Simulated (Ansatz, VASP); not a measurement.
Sb: VASP beside Ansatz

```
CELL_PARAMETERS angstrom
4.05877 0.00000 0.00000
-2.02939 3.51500 0.00000
0.00000 0.00000 27.10000
ATOMIC_POSITIONS crystal
Sb 0.33333 0.66667 0.25809
Sb 0.66667 0.33333 0.31941
```

Alike in both runs: functional revPBE; dispersion D3(BJ); k mesh 12 × 12 × 1; occupations gaussian, width 0.03 eV; no spin polarisation.

Ansatz relaxed the structure, and its values are those at the end. VASP's run is a single point on that final structure, the one shown.

|  | VASP | Ansatz |
| --- | --- | --- |
| version | VASP 6.6.1 | Ansatz 0.2.0 |
| potentials or method | VASP PAW PBE potentials, release 64 (Sb), cutoff 400 eV | scalar-relativistic, plane waves, PAW |
| valence electrons in the cell | 10 | 30 |

```tsv
	VASP	Ansatz	Ansatz less VASP
gap on the k mesh at the Fermi level (eV)	1.18	1.17	-0.007
least direct gap on the mesh (eV)	1.69	1.72	+0.031
rms of the force components (eV/Å)	0.044	0.000	-0.0438
```

VASP's potentials were made for PBE, not for revPBE. VASP's potentials hold 10 valence electrons a cell and Ansatz's 30, so a difference there can come from the potentials and not from the codes. Ansatz's warnings: slab cell height set, structure snapped to symmetry.

Spin-orbit coupling is off throughout.
